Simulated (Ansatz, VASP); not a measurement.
# One calculation of BePd, two programs

INCAR

```
ALGO     = Normal         # electronic algorithm
EDIFF    = 1E-8           # SCF threshold, eV
ENCUT    = 520            # plane-wave cutoff, eV
ISIF     = 2              # what is computed and relaxed
ISMEAR   = -1             # smearing method
LASPH    = True           # aspherical terms in the spheres
LCHARG   = False          # write CHGCAR
LEFG     = True         
LREAL    = False          # projectors in reciprocal space
LWAVE    = False          # write WAVECAR
NBANDS   = 13             # bands
NELM     = 100            # most SCF steps
PREC     = Accurate       # precision mode
SIGMA    = 0.08           # smearing width, eV
```

Contents of KPOINTS:

```
k-points
0
Gamma
  12 12 12
```

Contents of POSCAR:

```
BePd
1.0
    2.8130000000      0.0000000000      0.0000000000
    0.0000000000      2.8130000000      0.0000000000
    0.0000000000      0.0000000000      2.8411300000
Be Pd
1 1
Direct
    0.0000000000      0.0000000000      0.0000000000
    0.5000000000      0.5000000000      0.5000000000
```

Input for Ansatz:

```yaml
crystal:
  lattice:
    - [2.813, 0.0, 0.0]
    - [0.0, 2.813, 0.0]
    - [0.0, 0.0, 2.84113]
  atoms:
    - { symbol: Be, position: [0.0, 0.0, 0.0] }
    - { symbol: Pd, position: [0.5, 0.5, 0.5] }
kpoints:
  mp_grid: { grid: [12, 12, 12] }
scf:
  occupations: { method: fermi_dirac, width: 0.08 }
hamiltonian:
  xc: lda
  pseudopotentials: { kind: paw }
output:
  forces: true
  stress: true
  eigenvalues: true
  efg: { contact_densities: true }
  write_density: true
  write_potential: true
  elf: true
  volumetric_format: npy
```

Change from the starting cell: zz strain of +1 %, PAW files.

Alike in both runs: task electric field gradients; functional LDA; k mesh 12 × 12 × 12; occupations fermi-dirac, width 0.08 eV; no spin polarisation.

|  | VASP | Ansatz |
| --- | --- | --- |
| version | VASP 6.6.1 | Ansatz 0.2.0 |
| potentials or method | VASP PAW LDA potentials, release 64 (Be, Pd) | PAW with Ansatz's default frozen-core files, scalar-relativistic |
| plane-wave cutoff (eV) | 520 | 420 |
| valence electrons in the cell | 12 | 20 |

|  | VASP | Ansatz | Ansatz less VASP |
| --- | --- | --- | --- |
| pressure (GPa) | -9.0 | -9.6 | -0.56 |
| traceless stress, the component that is largest in VASP (GPa) | -0.27 | -0.26 | +0.006 |
| size of Vzz on the site where it differs most (V/Å²) | 4.7 | 3.5 | -1.23 |

LDA's correlation is that of Perdew and Zunger in VASP and of Perdew and Wang (1992) in Ansatz. VASP's potentials hold 12 valence electrons a cell and Ansatz's 20, so a difference there can come from the potentials and not from the codes.
